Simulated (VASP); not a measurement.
Runs of VASP 6.6.1 on Ir. The structure is that of space group P6_3/mmc (No. 194), or close to it. The cells are those of the table. This isn't the form of Ir at room conditions, which is fcc.

```csv
cell,gap on the mesh (eV),pressure (GPa)
"a = 2.830, b = 2.830, c = 4.097 Å, angles 90.0, 90.0, 120.0°, 2 atoms",none,(a)
"a = 2.665, b = 2.665, c = 4.572 Å, angles 90.0, 90.0, 120.0°, 2 atoms",none,15.1
"a = 2.748, b = 2.748, c = 4.304 Å, angles 90.0, 90.0, 120.0°, 2 atoms",none,14.3
"a = 2.775, b = 2.775, c = 4.334 Å, angles 90.0, 90.0, 120.0°, 2 atoms",none,(b)
"a = 2.665, b = 2.665, c = 4.691 Å, angles 90.0, 90.0, 120.0°, 2 atoms",none,6.5
```

Alike in all rows: task single point; level PBE; potentials or basis VASP PAW PBE potentials, release 64 (Ir); no spin polarisation; k mesh 18 × 18 × 10; cutoff (eV) 520; smearing gaussian 0.15 eV.

Q: Estimate the missing entries.

A: (a) 15.7; (b) 4.0.

Caveats: spin-orbit coupling is left out, which moves the levels of the heavy elements; the stress differs along the axes, from 4 to 40 GPa (at least some runs); the stress differs along the axes, from -0 to 23 GPa (at least some runs); the stress differs along the axes, from 9 to 24 GPa (at least some runs); the stress differs along the axes, from -1 to 13 GPa (at least some runs); the stress differs along the axes, from -14 to 17 GPa (at least some runs).

A k mesh can miss the band edges, and the runs leave out spin-orbit coupling on Ir.

A gap of «none» marks levels without a gap at the run's occupations.
